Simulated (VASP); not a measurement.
# Li (P-1) in VASP: single point with PBE0

Aim: the single point of Li with PBE0.

Everything below comes from runs of VASP 6.6.1. Logs are shortened: lines on timing, memory, paths and dates and some standing lists are left out, and cuts for length are marked.

### Step 1. The cell of the first run

The typed cell holds 2 atoms: a = 3.027 Å, b = 3.047 Å, c = 5.085 Å, α = 92.94°, β = 90.63°, γ = 119.11°.

### Step 2. Single point, PBE0 (the cell strained at random)

POSCAR

```
Li
1.0
    3.0264455332      0.0178390490     -0.0174480123
   -1.4982119416      2.6520426577     -0.0776893515
   -0.0258214035     -0.1657439911      5.0818442849
Li
2
Direct
    0.6693771861      0.3286980887      0.7498177719
    0.3306228139      0.6713019113      0.2501822281
```

INCAR.step1

```
ALGO = Normal
EDIFF = 1E-5
ENCUT = 520
GGA = PE
ISIF = 2
ISMEAR = 1
LASPH = T
LCHARG = F
LREAL = F
LWAVE = T
NBANDS = 10
NELM = 100
PREC = Accurate
SIGMA = 0.1
```

INCAR.step2

```
AEXX = 0.25
ALGO = Normal
EDIFF = 1E-7
ENCUT = 520
GGA = PE
ISIF = 2
ISMEAR = 1
ISTART = 1
LASPH = T
LCHARG = F
LHFCALC = T
LREAL = F
LWAVE = F
NBANDS = 10
NELM = 100
PREC = Accurate
PRECFOCK = Normal
SIGMA = 0.1
```

KPOINTS

```
k-points
0
Gamma
  5 5 3
```

Potentials or basis: VASP PAW PBE potentials, release 64 (Li_sv).

Command:

```
cat potpaw_PBE.64/Li_sv/POTCAR > POTCAR
cp INCAR.step1 INCAR
mpirun -np 1 vasp_std > vasp.out
cp INCAR.step2 INCAR
mpirun -np 1 vasp_std > vasp.out
```

OUTCAR:

```text
AEXX = 0.25
   EDIFF = 1E-7
   ENCUT = 520
   GGA = PE
   ISIF = 2
   ISMEAR = 1
   ISTART = 1
   LASPH = T
   LHFCALC = T
   LREAL = F
   NELM = 100
   PREC = Accurate
   PRECFOCK = Normal

 ion  position               nearest neighbor table
   1  0.669  0.329  0.750-
   2  0.331  0.671  0.250-

  LATTYP: Found a triclinic cell.
 ALAT       =     3.0777942355
 B/A-ratio  =     0.9833498182
 C/A-ratio  =     1.6520311649
 COS(alpha) =     0.0110321532
 COS(beta)  =     0.0616925826
 COS(gamma) =     0.5018096676

  Lattice vectors:

 A1 = (   1.5282335916,   2.6698817067,  -0.0951373638)
 A2 = (   3.0264455332,   0.0178390490,  -0.0174480123)
 A3 = (   0.0258214035,   0.1657439911,  -5.0818442849)

Analysis of symmetry for initial positions (statically):
=====================================================================
 Subroutine PRICEL returns:
 Original cell was already a primitive cell.

 Routine SETGRP: Setting up the symmetry group for a
 triclinic supercell.

 Subroutine GETGRP returns: Found  2 space group operations
 (whereof  2 operations were pure point group operations)
 out of a pool of  2 trial point group operations.

The static configuration has the point symmetry S_2 .

Analysis of symmetry for dynamics (positions and initial velocities):
=====================================================================
 Subroutine PRICEL returns:
 Original cell was already a primitive cell.

 Routine SETGRP: Setting up the symmetry group for a
 triclinic supercell.

 Subroutine GETGRP returns: Found  2 space group operations
 (whereof  2 operations were pure point group operations)
 out of a pool of  2 trial point group operations.

The dynamic configuration has the point symmetry S_2 .

 Subroutine INISYM returns: Found  2 space group operations
 (whereof  2 operations are pure point group operations),
 and found     1 'primitive' translations

----------------------------------------------------------------------------------------

                                     Primitive cell

  volume of cell :      40.8796

  direct lattice vectors                    reciprocal lattice vectors
     3.026445533  0.017839049 -0.017448012     0.329367196  0.186295618  0.007749569
    -1.498211942  2.652042658 -0.077689352    -0.002146876  0.376214138  0.012259289
    -0.025821403 -0.165743991  5.081844285     0.001098029  0.006391050  0.196992976

  length of vectors
     3.026548402  3.046966510  5.084611996     0.378482315  0.376419947  0.197099680

  position of ions in fractional coordinates (direct lattice)
     0.669377186  0.328698089  0.749817772
     0.330622814  0.671301911  0.250182228

  ion indices of the primitive-cell ions
   primitive index   ion index
                 1           1
                 2           2

----------------------------------------------------------------------------------------

 KPOINTS: k-points

Automatic generation of k-mesh.
 Grid dimensions read from file:
 generate k-points for:    5    5    3

 Generating k-lattice:

  Cartesian coordinates                     Fractional coordinates (reciprocal lattice)
     0.065873439  0.037259124  0.001549914     0.200000000 -0.000000000  0.000000000
    -0.000429375  0.075242828  0.002451858     0.000000000  0.200000000  0.000000000
     0.000366010  0.002130350  0.065664325     0.000000000  0.000000000  0.333333333

  Length of vectors
     0.075696463  0.075283989  0.065699893

  Shift w.r.t. Gamma in fractional coordinates (k-lattice)
     0.000000000  0.000000000  0.000000000

 Subroutine IBZKPT returns following result:
 ===========================================

 Found     38 irreducible k-points:

 Following reciprocal coordinates:
            Coordinates               Weight
  0.000000  0.000000  0.000000      1.000000
  0.200000  0.000000  0.000000      2.000000
  0.400000 -0.000000 -0.000000      2.000000
  0.000000  0.200000 -0.000000      2.000000
  0.200000  0.200000 -0.000000      2.000000
  0.400000  0.200000 -0.000000      2.000000
[... 16 lines left out ...]
 -0.200000  0.200000  0.333333      2.000000
 -0.000000  0.400000  0.333333      2.000000
 [... further k-points ...]
   k-points           NKPTS =     38   k-points in BZ     NKDIM =     75   number of bands    NBANDS=     10
   number of dos      NEDOS =    301   number of ions     NIONS =      2
   total plane-waves  NPLWV =  23040
   dimension x,y,z NGX =    24 NGY =   24 NGZ =   40
   dimension x,y,z NGXF=    48 NGYF=   48 NGZF=   80
   ions per type =               2
   NGX,Y,Z   is equivalent  to a cutoff of  13.18, 13.09, 13.08 a.u.
   NGXF,Y,Z  is equivalent  to a cutoff of  26.37, 26.19, 26.16 a.u.
 SYSTEM =  unknown system
   PREC   = accura    normal or accurate (medium, high low for compatibility)
   ISTART =      1    job   : 0-new  1-cont  2-samecut
   ICHARG =      0    charge: 1-file 2-atom 10-const
   ISPIN  =      1    spin polarized calculation?
   LNONCOLLINEAR =      F non collinear calculations
   LSORBIT =      F    spin-orbit coupling
   LASPH  =      T    aspherical Exc in radial PAW
   ENCUT  =  520.0 eV  38.22 Ry    6.18 a.u.   5.63  5.67  9.45*2*pi/ulx,y,z
   NELM   =    100;   NELMIN=  2; NELMDL=  0     # of ELM steps
   EDIFF  = 0.1E-06   stopping-criterion for ELM
   LREAL  =      F    real-space projection
   EDIFFG = 0.1E-05   stopping-criterion for IOM
   NSW    =      0    number of steps for IOM
   IBRION =     -1    ionic relax: 0-MD 1-quasi-New 2-CG
   NFREE  =      0    steps in history (QN), initial steepest desc. (CG)
   ISIF   =      2    stress and relaxation
   ISYM   =      3    0-nonsym 1-usesym 2-fastsym
   POTIM  = 0.5000    time-step for ionic-motion
   TEBEG  =    0.0;   TEEND  =   0.0 temperature during run
   PSTRESS=    0.0 pullay stress
   NELECT =       6.0000    total number of electrons
   NUPDOWN=      -1.0000    fix difference up-down
   EMIN   =  10.00;   EMAX   =-10.00  energy-range for DOS
   EFERMI =   0.00;   METHOD = LEGACY
   ISMEAR =     1;   SIGMA  =   0.10  broadening in eV -4-tet -1-fermi 0-gaus
   EFERMI_NEDOS =   21; number of points for ismear=-14 and -15
   IALGO  =     38    algorithm
   IMIX   =      1    mixing-type and parameters
     AMIX     =   0.40;   BMIX     =  1.00
     AMIX_MAG =   1.60;   BMIX_MAG =  1.00
  volume/ion in A,a.u.               =      20.44       137.93
  Fermi-wavevector in a.u.,A,eV,Ry     =   0.863555  1.631882 10.146225  0.745726
  Thomas-Fermi vector in A             =   1.981521
   LORBIT       =      0    0 simple, 1 ext, 2 COOP (PROOUT), +10 PAW based schemes
   GGA     = PE    functional components
   LHFCALC =     T    Hartree Fock is set to
   PRECFOCK=normal    Normal, Fast or Accurate (Low or Medium for compatibility)
   ENCUT4O =  -1.0   cutoff for four orbital integrals eV
   NKREDX  =     1    reduce k-point grid by
   NKREDY  =     1    reduce k-point grid by
   NKREDZ  =     1    reduce k-point grid by
   AEXX    =    0.2500 exact exchange contribution
   HFSCREEN=    0.0000 screening length (either q_TF or 0.3 A-1)
   HFSCREENC=   0.0000 screening length for correlation (either q_TF or 0.3 A-1)
   ENCUTFOCK=  -1.0 apply spherical cutoff to Coloumb kernel
   IVDW    =     0    specifies the selected vdW correction
   LEPSILON=     F    determine dielectric tensor
   LRPA    =     F    only Hartree local field effects (RPA)
 non-spin polarized calculation
 Methfessel and Paxton  Order N= 1 SIGMA  =   0.10
  energy-cutoff  :      520.00
  volume of cell :       40.88
 maximum number of plane-waves:      1112
  NGX = 18; NGY = 18; NGZ = 30

 number of electron       6.0000005 magnetization

 Free energy of the ion-electron system (eV)
  ---------------------------------------------------
  ext. energy  EPLUGINS =         0.00000000
  ---------------------------------------------------
  free energy    TOTEN  =        -4.42511160 eV

  energy without entropy =       -4.42435934  energy(sigma->0) =       -4.42486085

 E-fermi :   0.7772     XC(G=0):  -5.5528

 val. band max:        0.3472885397   @ k =   0.2000   0.2000   0.3333
 cond. band min:       0.7771792696   @ k =  -0.2000   0.4000   0.3333
 fundamental gap:      0.4298907299
 Fermi energy:         0.7771792682

 k-point     1 :       0.0000    0.0000    0.0000
  band No.  band energies     occupation
      1     -50.0326      2.00000
      2     -50.0147      2.00000
      3      -4.2072      2.00000
      4       0.1954      2.00000
      5       3.9661      0.00000
      6      14.2561      0.00000
      7      14.5996      0.00000
      8      15.6492      0.00000
      9      15.8468      0.00000
     10      15.9084      0.00000

 k-point     2 :       0.2000    0.0000    0.0000
  band No.  band energies     occupation
      1     -50.0264      2.00000
      2     -50.0120      2.00000
      3      -3.4076      2.00000
      4       1.7865     -0.00000
      5       4.2742      0.00000
      6      10.1200      0.00000
      7      12.1291      0.00000
      8      13.9744      0.00000
      9      15.0114      0.00000
     10      15.5608      0.00000

 k-point     3 :       0.4000   -0.0000   -0.0000
  band No.  band energies     occupation
      1     -50.0155      2.00000
      2     -50.0087      2.00000
      3      -0.9810      2.00000
      4       3.4010      0.00000
      5       4.6025      0.00000
      6       7.3765      0.00000
      7       8.9848      0.00000
      8      10.4797      0.00000
      9      10.5415      0.00000
     10      14.3342      0.00000

 k-point     4 :       0.0000    0.2000   -0.0000
  band No.  band energies     occupation
      1     -50.0265      2.00000
      2     -50.0122      2.00000
      3      -3.4170      2.00000
      4       1.7541     -0.00000
      5       4.2748      0.00000
      6       9.9988      0.00000
      7      12.2687      0.00000
      8      13.5322      0.00000
      9      15.2063      0.00000
     10      15.7583      0.00000

 k-point     5 :       0.2000    0.2000   -0.0000
  band No.  band energies     occupation
      1     -50.0180      2.00000
      2     -50.0096      2.00000
      3      -1.7761      2.00000
      4       3.5283      0.00000
      5       4.7455      0.00000
      6       7.0042      0.00000
      7       8.8925      0.00000
      8      11.5738      0.00000
      9      12.6743      0.00000
     10      13.6646      0.00000

 k-point     6 :       0.4000    0.2000   -0.0000
  band No.  band energies     occupation
      1     -50.0114      2.00000
      2     -50.0085      2.00000
      3       1.6187     -0.00000
      4       2.7041     -0.00000
      5       5.8652      0.00000
      6       6.6476      0.00000
      7       7.6666      0.00000
      8       8.0016      0.00000
      9      11.5842      0.00000
     10      11.8139      0.00000
[... 183 lines left out ...]
 k-point    21 :       0.4000    0.2000    0.3333
  band No.  band energies     occupation
      1     -50.0110      2.00000
      2     -50.0089      2.00000
      3       2.1212     -0.00000
      4       2.7461     -0.00000
      5       4.7263      0.00000
      6       5.3604      0.00000
      7       7.7982      0.00000
      8       9.6414      0.00000
      9      12.1825      0.00000
     10      13.0264      0.00000

 k-point    22 :      -0.4000    0.2000    0.3333
  band No.  band energies     occupation
      1     -50.0155      2.00000
      2     -50.0104      2.00000
      3      -1.0919      2.00000
      4       1.4127     -0.00000
      5       7.4604      0.00000
      6       7.6834      0.00000
      7       8.4108      0.00000
      8      10.3001      0.00000
      9      11.7531      0.00000
     10      13.4728      0.00000

 k-point    23 :      -0.2000    0.2000    0.3333
  band No.  band energies     occupation
      1     -50.0222      2.00000
      2     -50.0155      2.00000
      3      -2.7352      2.00000
      4      -0.9477      2.00000
      5       7.4041      0.00000
      6      10.5112      0.00000
      7      12.3837      0.00000
      8      12.3979      0.00000
      9      12.8137      0.00000
     10      14.1033      0.00000

 k-point    24 :      -0.0000    0.4000    0.3333
  band No.  band energies     occupation
      1     -50.0135      2.00000
      2     -50.0114      2.00000
      3      -0.2333      2.00000
      4       1.4604     -0.00000
      5       4.9835      0.00000
      6       7.2279      0.00000
      7      10.5500      0.00000
      8      11.2425      0.00000
      9      11.8215      0.00000
     10      13.1084      0.00000

 [... further k-points ...]

------------------------ aborting loop because EDIFF is reached ----------------------------------------

  FORCE on cell =-STRESS in cart. coord.  units (eV):
  Direction    XX          YY          ZZ          XY          YZ          ZX
  --------------------------------------------------------------------------------------
  -------------------------------------------------------------------------------------
  Total       -0.0312303     -0.0298247     -0.0340052     -0.0037205     -0.0001244     -0.0028159
  in kB       -1.2239988     -1.1689068     -1.3327522     -0.1458168     -0.0048742     -0.1103616
  external PRESSURE =      -1.2418859 kB  Pullay stress =       0.0000000 kB

 VOLUME and BASIS-vectors are now :
 -----------------------------------------------------------------------------
  energy-cutoff  :      520.00
  volume of cell :       40.88
      direct lattice vectors                 reciprocal lattice vectors
     3.026445533  0.017839049 -0.017448012     0.329367196  0.186295618  0.007749569
    -1.498211942  2.652042658 -0.077689352    -0.002146876  0.376214138  0.012259289
    -0.025821403 -0.165743991  5.081844285     0.001098029  0.006391050  0.196992976

 POSITION                                       TOTAL-FORCE (eV/Angst)
 -----------------------------------------------------------------------------------
      1.51401      0.75938      3.77324         0.000405     -0.000226      0.001077
     -0.01160      1.74475      1.21347        -0.000405      0.000226     -0.001077
 -----------------------------------------------------------------------------------
    total drift:                               -0.000000      0.000000     -0.000000

  FREE ENERGIE OF THE ION-ELECTRON SYSTEM (eV)
  ---------------------------------------------------
  free  energy   TOTEN  =        -4.4251115974 eV

  energy  without entropy=       -4.4243593449  energy(sigma->0) =       -4.42486085
```

It took 4 min on 1 thread of Intel Xeon Platinum 8259CL at 2.50GHz (Skylake/Cascade Lake), shared host; peak memory 0.16 GiB.

What came out:

| Item | Value |
| --- | --- |
| Free energy | -4.4251 eV |
| Band gap on the k mesh | zero (bands 3 and 4 overlap by 4.01 eV) |

Levels at points of the mesh, in eV from the Fermi level:
| k point | band 1 | band 2 | band 3 | band 4 | band 5 | band 6 | band 7 | band 8 |
| --- | --- | --- | --- | --- | --- | --- | --- | --- |
| (0.00, 0.00, 0.00) | -50.81 | -50.79 | -4.98 | -0.58 | 3.19 | 13.48 | 13.82 | 14.87 |

Caveat: the k points lie up to 0.48 Å⁻¹ apart, too coarse for converged energies and pressures of a metal; the cell differs from its parent crystal (the cell strained at random); the cutoff is under 1.25 times the usual one of these potentials, so pressure, stress and relaxed cells hold a basis-set (Pulay) error; the PAW data sets were made with another functional, which shifts forces and pressure a little.
